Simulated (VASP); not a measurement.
Crystal: CdS (pbe).

```
Cd S
1.0
     4.19630    0.00000    0.00000
    -2.09815    3.63410    0.00000
     0.00000    0.00000    6.83042
Cd S
2 2
Cartesian
  0.0000 2.4227 -0.1881
  2.0982 1.2114 3.2271
  0.0000 2.4227 2.7632
  2.0982 1.2114 6.1784
```

Base run:

| Property | Result |
| --- | --- |
| Program | VASP 6.6.1 |
| Functional | PBE |
| Potentials or basis | VASP PAW PBE potentials, release 64 (Cd, S) |
| Cutoff | 520 eV |
| k mesh | 9 × 9 × 4 |
| Occupations | gaussian, width 0.01 eV |
| Spin | no spin polarisation |

Its results: band gap on the k mesh 1.29 eV, direct; pressure 2.1 GPa; largest force 0.616 eV/Å.

The run is repeated on the same cell with these changes: potentials or basis from VASP PAW PBE potentials, release 64 (Cd, S) to VASP PAW PBE potentials, release 64 (Cd_sv_GW, S); cutoff from 520 eV to 540 eV; further incar settings from ALGO = Normal; EDIFF = 1e-07; NBANDS = 26 to ALGO = Normal; EDIFF = 1e-06; NBANDS = 34; valence electrons from 36 to 52. What comes out?

Band gap on the k mesh 1.28 eV, direct; pressure 0.7 GPa; largest force 0.595 eV/Å.

